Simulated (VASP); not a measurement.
# BaTiO3 (Amm2) in VASP: single point with PBEsol

Aim: the single point of BaTiO3 with PBEsol.

All numbers are computed with VASP 6.6.1; they aren't measurements. Logs are shortened: lines on timing, memory, paths and dates and some standing lists are left out, and cuts for length are marked.

### 1 The cell of the first run

Symmetry: Amm2, No. 38, orthorhombic system. Conventional cell: a = 3.950 Å, b = 5.657 Å, c = 5.677 Å, α = 90.00°, β = 90.00°, γ = 90.00°. Ba (site symmetry mm2) has 12 O at 2.75 to 2.93 Å and 8 Ti at 3.40 to 3.52 Å within 3.6 Å. Within 2.5 Å of Ti (site symmetry mm2) lie 6 O at 1.87 to 2.15 Å. Within 2.5 Å of O (site symmetry m) lie 2 Ti at 1.87 to 2.15 Å. Within 2.6 Å of O (site symmetry mm2) lie 2 Ti at 1.98 Å.

### 2 Single point, PBEsol

Input file INCAR:

```
PREC = Accurate
ENCUT = 520
EDIFF = 1E-6
ISMEAR = 0
SIGMA = 0.02
LREAL = F
LASPH = T
NELM = 60
ALGO = Normal
ISIF = 2
LWAVE = F
LCHARG = F
GGA = PS
NBANDS = 28
```

Input file KPOINTS:

```
regular mesh
0
Gamma
  6 6 6
```

Input file POSCAR:

```
BaTiO3
1.0
    3.9499158408      0.0000000000      0.0000000000
    0.0000000000      2.8284512529      2.8386567309
    0.0000000000     -2.8284512529      2.8386567309
Ba Ti O
1 1 3
Direct
    0.0000000000      0.0036319266      0.0036319266
    0.5000000000      0.5164790853      0.5164790853
    0.5000000000      0.9814796896      0.4903218797
    0.5000000000      0.4903218797      0.9814796896
    0.0000000000      0.4879874188      0.4879874188
```

Potentials or basis: VASP PAW PBE potentials, release 64 (Ba_sv, Ti_sv, O).

Run with:

```bash
$ cat potpaw_PBE.64/Ba_sv/POTCAR potpaw_PBE.64/Ti_sv/POTCAR potpaw_PBE.64/O/POTCAR > POTCAR
$ mpirun -np 1 vasp_std > vasp.out
```

OUTCAR:

```text
PREC = Accurate
   ENCUT = 520
   EDIFF = 1E-6
   ISMEAR = 0
   LREAL = F
   LASPH = T
   NELM = 60
   ISIF = 2
   GGA = PS

 ion  position               nearest neighbor table
   1  0.000  0.004  0.004-   5 2.75   4 2.78   3 2.78   3 2.78   4 2.78   5 2.83   5 2.83   4 2.85
                             3 2.85   3 2.85   4 2.85   5 2.93   2 3.40   2 3.40   2 3.45   2 3.45
   2  0.500  0.516  0.516-   3 1.87   4 1.87   5 1.98   5 1.98   3 2.15   4 2.15   1 3.40   1 3.40
                             1 3.45   1 3.45   1 3.45   1 3.45   1 3.52   1 3.52
   3  0.500  0.981  0.490-   2 1.87   2 2.15   1 2.78   1 2.78   1 2.85   1 2.85
   4  0.500  0.490  0.981-   2 1.87   2 2.15   1 2.78   1 2.78   1 2.85   1 2.85
   5  0.000  0.488  0.488-   2 1.98   2 1.98   1 2.75   1 2.83   1 2.83   1 2.93

  LATTYP: Found a base centered orthorhombic cell.
 ALAT       =     5.6569025058
 B/A-ratio  =     1.0036081506
 C/A-ratio  =     0.6982471126

  Lattice vectors:

 A1 = (   0.0000000000,   2.8284512529,  -2.8386567309)
 A2 = (   0.0000000000,   2.8284512529,   2.8386567309)
 A3 = (   3.9499158408,   0.0000000000,   0.0000000000)

Analysis of symmetry for initial positions (statically):
=====================================================================
 Subroutine PRICEL returns:
 Original cell was already a primitive cell.

 Routine SETGRP: Setting up the symmetry group for a
 base centered orthorhombic supercell.

 Subroutine GETGRP returns: Found  4 space group operations
 (whereof  4 operations were pure point group operations)
 out of a pool of  8 trial point group operations.

The static configuration has the point symmetry C_2v.

Analysis of symmetry for dynamics (positions and initial velocities):
=====================================================================
 Subroutine PRICEL returns:
 Original cell was already a primitive cell.

 Routine SETGRP: Setting up the symmetry group for a
 base centered orthorhombic supercell.

 Subroutine GETGRP returns: Found  4 space group operations
 (whereof  4 operations were pure point group operations)
 out of a pool of  8 trial point group operations.

The dynamic configuration has the point symmetry C_2v.

 Subroutine INISYM returns: Found  4 space group operations
 (whereof  4 operations are pure point group operations),
 and found     1 'primitive' translations

----------------------------------------------------------------------------------------

[... 95 lines left out ...]
   LASPH  =      T    aspherical Exc in radial PAW
   ENCUT  =  520.0 eV  38.22 Ry    6.18 a.u.   7.34  7.45  7.45*2*pi/ulx,y,z
   NELM   =     60;   NELMIN=  2; NELMDL= -5     # of ELM steps
   EDIFF  = 0.1E-05   stopping-criterion for ELM
   LREAL  =      F    real-space projection
   EDIFFG = 0.1E-04   stopping-criterion for IOM
   NSW    =      0    number of steps for IOM
   IBRION =     -1    ionic relax: 0-MD 1-quasi-New 2-CG
   NFREE  =      0    steps in history (QN), initial steepest desc. (CG)
   ISIF   =      2    stress and relaxation
   ISYM   =      2    0-nonsym 1-usesym 2-fastsym
   POTIM  = 0.5000    time-step for ionic-motion
   TEBEG  =    0.0;   TEEND  =   0.0 temperature during run
   PSTRESS=    0.0 pullay stress
   NELECT =      40.0000    total number of electrons
   NUPDOWN=      -1.0000    fix difference up-down
   EMIN   =  10.00;   EMAX   =-10.00  energy-range for DOS
   EFERMI =   0.00;   METHOD = LEGACY
   ISMEAR =     0;   SIGMA  =   0.02  broadening in eV -4-tet -1-fermi 0-gaus
   EFERMI_NEDOS =   21; number of points for ismear=-14 and -15
   IALGO  =     38    algorithm
   IMIX   =      4    mixing-type and parameters
     AMIX     =   0.40;   BMIX     =  1.00
     AMIX_MAG =   1.60;   BMIX_MAG =  1.00
  volume/ion in A,a.u.               =      12.69        85.61
  Fermi-wavevector in a.u.,A,eV,Ry     =   1.403896  2.652979 26.816059  1.970925
  Thomas-Fermi vector in A             =   2.526512
   LORBIT       =      0    0 simple, 1 ext, 2 COOP (PROOUT), +10 PAW based schemes
   GGA     = PS    functional components
   LHFCALC =     F    Hartree Fock is set to
   AEXX    =    0.0000 exact exchange contribution
   IVDW    =     0    specifies the selected vdW correction
   LEPSILON=     F    determine dielectric tensor
   LRPA    =     F    only Hartree local field effects (RPA)
 non-spin polarized calculation
 Gauss-broadening in eV      SIGMA  =   0.02
  energy-cutoff  :      520.00
  volume of cell :       63.43
 maximum number of plane-waves:      1743
 NGX is ok and might be reduce to    30
   NGX = 15   NGY = 15   NGZ = 15

 number of electron      39.9999995 magnetization

 Free energy of the ion-electron system (eV)
  ---------------------------------------------------
  ext. energy  EPLUGINS =         0.00000000
  ---------------------------------------------------
  free energy    TOTEN  =       -42.00169294 eV

  energy without entropy =      -42.00169294  energy(sigma->0) =      -42.00169294

 E-fermi :   3.9727     XC(G=0): -11.5617

 val. band max:        3.7706386319   @ k =   0.5000   0.5000   0.5000
 cond. band min:       5.8573747839   @ k =   0.0000   0.0000   0.0000
 fundamental gap:      2.0867361519
 Fermi energy:         3.9727385449

 k-point     1 :       0.0000    0.0000    0.0000
  band No.  band energies     occupation
      1     -52.3309      2.00000
      2     -28.7135      2.00000
      3     -28.7080      2.00000
      4     -28.6654      2.00000
      5     -20.9919      2.00000
      6     -13.0607      2.00000
[... 733 lines left out ...]
     27      11.9583      0.00000
     28      12.3771      0.00000

 [... further k-points ...]
[... 5 lines left out ...]
  --------------------------------------------------------------------------------------
  -------------------------------------------------------------------------------------
  Total        0.7541969      0.7781091      0.7693248      0.0000000      0.0000000      0.0000000
  in kB       19.0509173     19.6549360     19.4330461      0.0000000      0.0000000      0.0000000
  external PRESSURE =      19.3796331 kB  Pullay stress =       0.0000000 kB

 VOLUME and BASIS-vectors are now :
 -----------------------------------------------------------------------------
  energy-cutoff  :      520.00
  volume of cell :       63.43
      direct lattice vectors                 reciprocal lattice vectors
     3.949915841  0.000000000  0.000000000     0.253169951  0.000000000  0.000000000
     0.000000000  2.828451253  2.838656731     0.000000000  0.176775187  0.176139649
     0.000000000 -2.828451253  2.838656731     0.000000000 -0.176775187  0.176139649

 POSITION                                       TOTAL-FORCE (eV/Angst)
 -----------------------------------------------------------------------------------
      0.00000      0.00000      0.02062         0.000000     -0.000000     -0.035789
      1.97496      0.00000      2.93221         0.000000     -0.000000     -0.055800
      1.97496      1.38922      4.17794         0.000000      0.016424      0.035051
      1.97496     -1.38922      4.17794         0.000000     -0.016424      0.035051
      0.00000      0.00000      2.77046         0.000000     -0.000000      0.021488
 -----------------------------------------------------------------------------------
    total drift:                                0.000000      0.000001      0.000409

  FREE ENERGIE OF THE ION-ELECTRON SYSTEM (eV)
  ---------------------------------------------------
  free  energy   TOTEN  =       -42.0016929412 eV

  energy  without entropy=      -42.0016929412  energy(sigma->0) =      -42.00169294
```

OSZICAR:

```text
N       E                     dE             d eps       ncg     rms          rms(c)
DAV:   1     0.431507893027E+03    0.43151E+03   -0.20851E+04  2912   0.155E+03
DAV:   2    -0.679767381371E+01   -0.43831E+03   -0.41774E+03  3324   0.427E+02
DAV:   3    -0.499206144354E+02   -0.43123E+02   -0.42710E+02  4064   0.133E+02
DAV:   4    -0.519359140337E+02   -0.20153E+01   -0.20107E+01  4352   0.247E+01
DAV:   5    -0.519912979175E+02   -0.55384E-01   -0.55374E-01  3992   0.317E+00    0.236E+01
DAV:   6    -0.422115551959E+02    0.97797E+01   -0.51142E+01  4268   0.671E+01    0.996E+00
DAV:   7    -0.421644375072E+02    0.47118E-01   -0.93813E+00  3952   0.225E+01    0.724E+00
DAV:   8    -0.419933588917E+02    0.17108E+00   -0.79226E-01  3540   0.859E+00    0.289E+00
DAV:   9    -0.420202961442E+02   -0.26937E-01   -0.22149E-01  4032   0.319E+00    0.128E+00
DAV:  10    -0.420023196658E+02    0.17976E-01   -0.10793E-01  3476   0.341E+00    0.316E-01
DAV:  11    -0.420018034064E+02    0.51626E-03   -0.43080E-03  3704   0.518E-01    0.587E-02
DAV:  12    -0.420017163003E+02    0.87106E-04   -0.29407E-04  3544   0.136E-01    0.428E-02
DAV:  13    -0.420016953131E+02    0.20987E-04   -0.22386E-04  3788   0.150E-01    0.212E-02
DAV:  14    -0.420016927990E+02    0.25141E-05   -0.35937E-05  3764   0.432E-02    0.564E-03
DAV:  15    -0.420016929412E+02   -0.14218E-06   -0.53258E-06  3356   0.200E-02
   1 F= -.42001693E+02 E0= -.42001693E+02  d E =-.235388E-48
```

stdout:

```text
POSCAR found type information on POSCAR BaTiO
 POSCAR found :  3 types and       5 ions
 scaLAPACK will be used
 -----------------------------------------------------------------------------
|                                                                             |
|                                                                             |
|     You enforced a specific xc type in the INCAR file but a different       |
|     I HOPE YOU KNOW WHAT YOU ARE DOING!                                     |
|                                                                             |
 -----------------------------------------------------------------------------

 LDA part: xc-table for (Slater+PW92), standard interpolation
 POSCAR, INCAR and KPOINTS ok, starting setup
 FFT: planning ... GRIDC
 FFT: planning ... GRID_SOFT
 FFT: planning ... GRID
 WAVECAR not read
 entering main loop
```

It took 2.7 min on 1 thread of Intel Xeon 8259CL, shared host; peak memory 0.23 GiB.

Results:

| Property | Result |
| --- | --- |
| Free energy | -42.0017 eV |
| Pressure | 1.9 GPa |
| Largest force | 0.056 eV/Å |
| Band gap on the k mesh | 2.09 eV (least direct gap 2.44 eV) |

Forces in eV/Å, atoms in the order of the input:
```
Ba   0.000  0.000 -0.036
Ti   0.000  0.000 -0.056
O    0.000  0.016  0.035
O    0.000 -0.016  0.035
O    0.000  0.000  0.021
```

Caveat: the PAW data sets were made with another functional, which shifts forces and pressure a little; spin-orbit coupling is left out, which moves the levels of the heavy elements.
